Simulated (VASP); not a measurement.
# KHgF2 (P4/mmm) in VASP: single point with PBE

Aim: the single point of KHgF2 with PBE.

Everything below comes from runs of VASP 6.6.1. Logs are shortened: lines on timing, memory, paths and dates and some standing lists are left out, and cuts for length are marked.

### Step 1. The cell of the first run

It takes space group P4/mmm (No. 123, tetragonal). The conventional cell has a = 4.884 Å, b = 4.884 Å, c = 3.321 Å, α = 90.00°, β = 90.00°, γ = 90.00°. K (site symmetry 4/mmm) has 8 F at 2.95 Å and 2 K at 3.32 Å and 8 Hg at 3.83 Å within 3.9 Å. Within 3.4 Å of Hg (site symmetry 4/mmm) lie 4 F at 2.44 Å and 2 Hg at 3.32 Å. F (site symmetry mmm) has 2 Hg at 2.44 Å and 4 K at 2.95 Å and 6 F at 3.32 to 3.45 Å within 3.5 Å.

### Step 2. Single point, PBE

File POSCAR:

```
KHgF2
1.0
    4.8836379927      0.0000000000      0.0000000000
    0.0000000000      4.8836379927      0.0000000000
    0.0000000000      0.0000000000      3.3214420819
K Hg F
1 1 2
Direct
    0.5000000000      0.5000000000      0.5000000000
    0.0000000000      0.0000000000      0.0000000000
    0.5000000000      0.0000000000      0.0000000000
    0.0000000000      0.5000000000      0.0000000000
```

File INCAR.step1:

```
PREC = Accurate
ENCUT = 520
EDIFF = 1E-6
ISMEAR = 0
SIGMA = 0.1
LREAL = False
LASPH = True
NELM = 100
ALGO = Normal
ISIF = 2
LWAVE = False
LCHARG = True
GGA = PE
NBANDS = 26
```

File KPOINTS.step1:

```
Automatic mesh
0
Gamma
  10 10 14
```

File INCAR.step2:

```
PREC = Accurate
ENCUT = 520
EDIFF = 1E-6
ISMEAR = -5
SIGMA = 0.1
LREAL = False
LASPH = True
NELM = 100
ALGO = Normal
ISIF = 2
LWAVE = False
LCHARG = False
GGA = PE
LORBIT = 11
NBANDS = 26
NEDOS = 2001
ICHARG = 11
```

File KPOINTS.step2:

```
Automatic mesh
0
Gamma
  15 15 21
```

Potentials or basis: VASP PAW PBE potentials, release 64 (K_sv, Hg, F).

The run is started by

```sh
cat potpaw_PBE.64/K_sv/POTCAR potpaw_PBE.64/Hg/POTCAR potpaw_PBE.64/F/POTCAR > POTCAR
cp INCAR.step1 INCAR
cp KPOINTS.step1 KPOINTS
mpirun -np 1 vasp_std > vasp.out
cp INCAR.step2 INCAR
cp KPOINTS.step2 KPOINTS
mpirun -np 1 vasp_std > vasp.out
```

OUTCAR:

```text
PREC = Accurate
   ENCUT = 520
   EDIFF = 1E-6
   ISMEAR = -5
   LREAL = False
   LASPH = True
   NELM = 100
   ISIF = 2
   GGA = PE
   LORBIT = 11
   ICHARG = 11

 ion  position               nearest neighbor table
   1  0.500  0.500  0.500-   2 3.83   2 3.83   2 3.83   2 3.83   2 3.83   2 3.83   2 3.83   2 3.83

   2  0.000  0.000  0.000-   3 2.44   4 2.44   4 2.44   3 2.44   1 3.83   1 3.83   1 3.83   1 3.83
                             1 3.83   1 3.83   1 3.83   1 3.83
   3  0.500  0.000  0.000-   2 2.44   2 2.44
   4  0.000  0.500  0.000-   2 2.44   2 2.44

  LATTYP: Found a simple tetragonal cell.
 ALAT       =     4.8836379927
 C/A-ratio  =     0.6801163573

  Lattice vectors:

 A1 = (   4.8836379927,   0.0000000000,   0.0000000000)
 A2 = (   0.0000000000,   4.8836379927,   0.0000000000)
 A3 = (   0.0000000000,   0.0000000000,   3.3214420819)

Analysis of symmetry for initial positions (statically):
=====================================================================
 Subroutine PRICEL returns:
 Original cell was already a primitive cell.

 Routine SETGRP: Setting up the symmetry group for a
 simple tetragonal supercell.

 Subroutine GETGRP returns: Found 16 space group operations
 (whereof 16 operations were pure point group operations)
 out of a pool of 16 trial point group operations.

The static configuration has the point symmetry D_4h.

Analysis of symmetry for dynamics (positions and initial velocities):
=====================================================================
 Subroutine PRICEL returns:
 Original cell was already a primitive cell.

 Routine SETGRP: Setting up the symmetry group for a
 simple tetragonal supercell.

 Subroutine GETGRP returns: Found 16 space group operations
 (whereof 16 operations were pure point group operations)
 out of a pool of 16 trial point group operations.

The dynamic configuration has the point symmetry D_4h.

 Subroutine INISYM returns: Found 16 space group operations
 (whereof 16 operations are pure point group operations),
 and found     1 'primitive' translations

----------------------------------------------------------------------------------------

                                     Primitive cell

  volume of cell :      79.2161

  direct lattice vectors                    reciprocal lattice vectors
     4.883637993  0.000000000  0.000000000     0.204765382  0.000000000  0.000000000
     0.000000000  4.883637993  0.000000000     0.000000000  0.204765382  0.000000000
     0.000000000  0.000000000  3.321442082     0.000000000  0.000000000  0.301074044

  length of vectors
     4.883637993  4.883637993  3.321442082     0.204765382  0.204765382  0.301074044

  position of ions in fractional coordinates (direct lattice)
     0.500000000  0.500000000  0.500000000
     0.000000000  0.000000000  0.000000000
     0.500000000  0.000000000  0.000000000
     0.000000000  0.500000000  0.000000000

  ion indices of the primitive-cell ions
   primitive index   ion index
                 1           1
                 2           2
                 3           3
                 4           4

----------------------------------------------------------------------------------------

 KPOINTS: Automatic mesh

Automatic generation of k-mesh.
 Grid dimensions read from file:
 generate k-points for:   15   15   21

 Generating k-lattice:

  Cartesian coordinates                     Fractional coordinates (reciprocal lattice)
     0.013651025  0.000000000  0.000000000     0.066666667  0.000000000  0.000000000
     0.000000000  0.013651025  0.000000000     0.000000000  0.066666667  0.000000000
     0.000000000  0.000000000  0.014336859     0.000000000  0.000000000  0.047619048

  Length of vectors
     0.013651025  0.013651025  0.014336859

  Shift w.r.t. Gamma in fractional coordinates (k-lattice)
     0.000000000  0.000000000  0.000000000

 TETIRR: Found   7051 inequivalent tetrahedra from    28350

 Subroutine IBZKPT returns following result:
 ===========================================

 Found    396 irreducible k-points:

 Following reciprocal coordinates:
            Coordinates               Weight
  0.000000  0.000000  0.000000      1.000000
  0.066667  0.000000  0.000000      4.000000
  0.133333  0.000000  0.000000      4.000000
  0.200000  0.000000  0.000000      4.000000
  0.266667  0.000000  0.000000      4.000000
  0.333333  0.000000  0.000000      4.000000
[... 16 lines left out ...]
  0.266667  0.200000  0.000000      8.000000
  0.333333  0.200000  0.000000      8.000000
 [... further k-points ...]
   k-points           NKPTS =    396   k-points in BZ     NKDIM =    396   number of bands    NBANDS=     26
   number of dos      NEDOS =   2001   number of ions     NIONS =      4
   total plane-waves  NPLWV =  36288
   dimension x,y,z NGX =    36 NGY =   36 NGZ =   28
   dimension x,y,z NGXF=    72 NGYF=   72 NGZF=   56
   ions per type =               1   1   2
   NGX,Y,Z   is equivalent  to a cutoff of  12.25, 12.25, 14.01 a.u.
   NGXF,Y,Z  is equivalent  to a cutoff of  24.51, 24.51, 28.03 a.u.
 SYSTEM =  unknown system
   PREC   = accura    normal or accurate (medium, high low for compatibility)
   ISTART =      0    job   : 0-new  1-cont  2-samecut
   ICHARG =     11    charge: 1-file 2-atom 10-const
   ISPIN  =      1    spin polarized calculation?
   LNONCOLLINEAR =      F non collinear calculations
   LSORBIT =      F    spin-orbit coupling
   LASPH  =      T    aspherical Exc in radial PAW
   ENCUT  =  520.0 eV  38.22 Ry    6.18 a.u.   9.08  9.08  6.18*2*pi/ulx,y,z
   NELM   =    100;   NELMIN=  2; NELMDL=  0     # of ELM steps
   EDIFF  = 0.1E-05   stopping-criterion for ELM
   LREAL  =      F    real-space projection
   EDIFFG = 0.1E-04   stopping-criterion for IOM
   NSW    =      0    number of steps for IOM
   IBRION =     -1    ionic relax: 0-MD 1-quasi-New 2-CG
   NFREE  =      0    steps in history (QN), initial steepest desc. (CG)
   ISIF   =      2    stress and relaxation
   ISYM   =      2    0-nonsym 1-usesym 2-fastsym
   POTIM  = 0.5000    time-step for ionic-motion
   TEBEG  =    0.0;   TEEND  =   0.0 temperature during run
   PSTRESS=    0.0 pullay stress
   NELECT =      35.0000    total number of electrons
   NUPDOWN=      -1.0000    fix difference up-down
   EMIN   =  10.00;   EMAX   =-10.00  energy-range for DOS
   EFERMI =   0.00;   METHOD = LEGACY
   ISMEAR =    -5;   SIGMA  =   0.10  broadening in eV -4-tet -1-fermi 0-gaus
   EFERMI_NEDOS =   21; number of points for ismear=-14 and -15
   IALGO  =     38    algorithm
   IMIX   =      4    mixing-type and parameters
     AMIX     =   0.40;   BMIX     =  1.00
     AMIX_MAG =   1.60;   BMIX_MAG =  1.00
  volume/ion in A,a.u.               =      19.80       133.64
  Fermi-wavevector in a.u.,A,eV,Ry     =   1.246885  2.356270 21.153271  1.554722
  Thomas-Fermi vector in A             =   2.381042
   LORBIT       =     11    0 simple, 1 ext, 2 COOP (PROOUT), +10 PAW based schemes
   GGA     = PE    functional components
   LHFCALC =     F    Hartree Fock is set to
   AEXX    =    0.0000 exact exchange contribution
   IVDW    =     0    specifies the selected vdW correction
   LEPSILON=     F    determine dielectric tensor
   LRPA    =     F    only Hartree local field effects (RPA)
 non-spin polarized calculation
 Fermi weights with tetrahedron method with Bloechl corrections
  energy-cutoff  :      520.00
  volume of cell :       79.22
 maximum number of plane-waves:      2152

 number of electron      34.9999998 magnetization

 Free energy of the ion-electron system (eV)
  ---------------------------------------------------
  ext. energy  EPLUGINS =         0.00000000
  ---------------------------------------------------
  free energy    TOTEN  =       -11.85934921 eV

  energy without entropy =      -11.85934921  energy(sigma->0) =      -11.85934921

 E-fermi :   0.3611     XC(G=0):  -8.9386

 val. band max:        0.3617658888   @ k =   0.4667   0.2000   0.0476
 cond. band min:       0.3483468604   @ k =   0.2000   0.2000   0.3810
 fundamental gap:     -0.0134190283
 Fermi energy:         0.3610907846

 k-point     1 :       0.0000    0.0000    0.0000
  band No.  band energies     occupation
      1     -29.2738      2.00000
      2     -21.8559      2.00000
      3     -21.7714      2.00000
      4     -12.7410      2.00000
      5     -12.7410      2.00000
      6     -12.4590      2.00000
[... 18 lines left out ...]
     25      10.1911      0.00000
     26      10.1915      0.00000

 k-point     2 :       0.0667    0.0000    0.0000
  band No.  band energies     occupation
      1     -29.2737      2.00000
      2     -21.8546      2.00000
      3     -21.7719      2.00000
      4     -12.7409      2.00000
      5     -12.7388      2.00000
      6     -12.4589      2.00000
[... 18 lines left out ...]
     25      10.1858      0.00000
     26      10.1910      0.00000

 k-point     3 :       0.1333    0.0000    0.0000
  band No.  band energies     occupation
      1     -29.2734      2.00000
      2     -21.8512      2.00000
      3     -21.7734      2.00000
      4     -12.7406      2.00000
      5     -12.7328      2.00000
      6     -12.4584      2.00000
[... 18 lines left out ...]
     25      10.1705      0.00000
     26      10.1909      0.00000

 k-point     4 :       0.2000    0.0000    0.0000
  band No.  band energies     occupation
      1     -29.2729      2.00000
      2     -21.8461      2.00000
      3     -21.7754      2.00000
      4     -12.7403      2.00000
      5     -12.7238      2.00000
      6     -12.4578      2.00000
[... 18 lines left out ...]
     25      10.1474      0.00000
     26      10.1906      0.00000

 k-point     5 :       0.2667    0.0000    0.0000
  band No.  band energies     occupation
      1     -29.2723      2.00000
      2     -21.8406      2.00000
      3     -21.7774      2.00000
      4     -12.7399      2.00000
      5     -12.7135      2.00000
      6     -12.4571      2.00000
[... 18 lines left out ...]
     25      10.1201      0.00000
     26      10.1904      0.00000

 k-point     6 :       0.3333    0.0000    0.0000
  band No.  band energies     occupation
      1     -29.2717      2.00000
      2     -21.8358      2.00000
      3     -21.7786      2.00000
      4     -12.7395      2.00000
      5     -12.7036      2.00000
      6     -12.4564      2.00000
[... 427 lines left out ...]
 k-point    21 :       0.4667    0.1333    0.0000
  band No.  band energies     occupation
      1     -29.2706      2.00000
      2     -21.8251      2.00000
      3     -21.7820      2.00000
      4     -12.7297      2.00000
      5     -12.6902      2.00000
      6     -12.4548      2.00000
[... 18 lines left out ...]
     25      10.2395      0.00000
     26      10.3185      0.00000

 k-point    22 :       0.2000    0.2000    0.0000
  band No.  band energies     occupation
      1     -29.2719      2.00000
      2     -21.8355      2.00000
      3     -21.7801      2.00000
      4     -12.7241      2.00000
      5     -12.7206      2.00000
      6     -12.4565      2.00000
[... 18 lines left out ...]
     25      10.2948      0.00000
     26      10.3226      0.00000

 k-point    23 :       0.2667    0.2000    0.0000
  band No.  band energies     occupation
      1     -29.2713      2.00000
      2     -21.8295      2.00000
      3     -21.7824      2.00000
      4     -12.7218      2.00000
      5     -12.7112      2.00000
      6     -12.4557      2.00000
[... 18 lines left out ...]
     25      10.3167      0.00000
     26      10.7749      0.00000

 k-point    24 :       0.3333    0.2000    0.0000
  band No.  band energies     occupation
      1     -29.2708      2.00000
      2     -21.8241      2.00000
      3     -21.7840      2.00000
      4     -12.7208      2.00000
      5     -12.7011      2.00000
      6     -12.4550      2.00000
[... 18 lines left out ...]
     25      10.3207      0.00000
     26      10.8121      0.00000

 [... further k-points ...]

------------------------ aborting loop because EDIFF is reached ----------------------------------------

  FORCE on cell =-STRESS in cart. coord.  units (eV):
  Direction    XX          YY          ZZ          XY          YZ          ZX
  --------------------------------------------------------------------------------------
  -------------------------------------------------------------------------------------
  Total        0.0678975      0.0678975     -0.0325817      0.0000000      0.0000000      0.0000000
  in kB        1.3732544      1.3732544     -0.6589774      0.0000000      0.0000000      0.0000000
  external PRESSURE =       0.6958438 kB  Pullay stress =       0.0000000 kB

 VOLUME and BASIS-vectors are now :
 -----------------------------------------------------------------------------
  energy-cutoff  :      520.00
  volume of cell :       79.22
      direct lattice vectors                 reciprocal lattice vectors
     4.883637993  0.000000000  0.000000000     0.204765382  0.000000000  0.000000000
     0.000000000  4.883637993  0.000000000     0.000000000  0.204765382  0.000000000
     0.000000000  0.000000000  3.321442082     0.000000000  0.000000000  0.301074044

 POSITION                                       TOTAL-FORCE (eV/Angst)
 -----------------------------------------------------------------------------------
      2.44182      2.44182      1.66072         0.000000      0.000000      0.000000
      0.00000      0.00000      0.00000         0.000000      0.000000      0.000000
      2.44182      0.00000      0.00000         0.000000      0.000000      0.000000
      0.00000      2.44182      0.00000         0.000000      0.000000      0.000000
 -----------------------------------------------------------------------------------
    total drift:                                0.000000      0.000000     -0.000000

  FREE ENERGIE OF THE ION-ELECTRON SYSTEM (eV)
  ---------------------------------------------------
  free  energy   TOTEN  =       -11.8593492058 eV

  energy  without entropy=      -11.8593492058  energy(sigma->0) =      -11.85934921

 total charge

# of ion       s       p       d       tot
------------------------------------------
    1        1.954   5.580   0.017   7.551
    2        0.735   0.150   9.437  10.323
    3        1.745   4.281   0.000   6.026
    4        1.745   4.281   0.000   6.026
--------------------------------------------------
tot          6.179  14.293   9.454  29.926
```

It took 6.9 min on 1 thread of AMD EPYC 9R45 (Zen 5), shared host; peak memory 0.75 GiB.

What came out:

```yaml
Valence_electrons_inside_the_program's_atomic_spheres: K 7.55; Hg 10.32; F 6.03
```

Caveat: spin-orbit coupling is left out, which moves the levels of the heavy elements; an odd number of electrons without spin polarisation forces a metal; a magnetic or distorted state may lie lower.
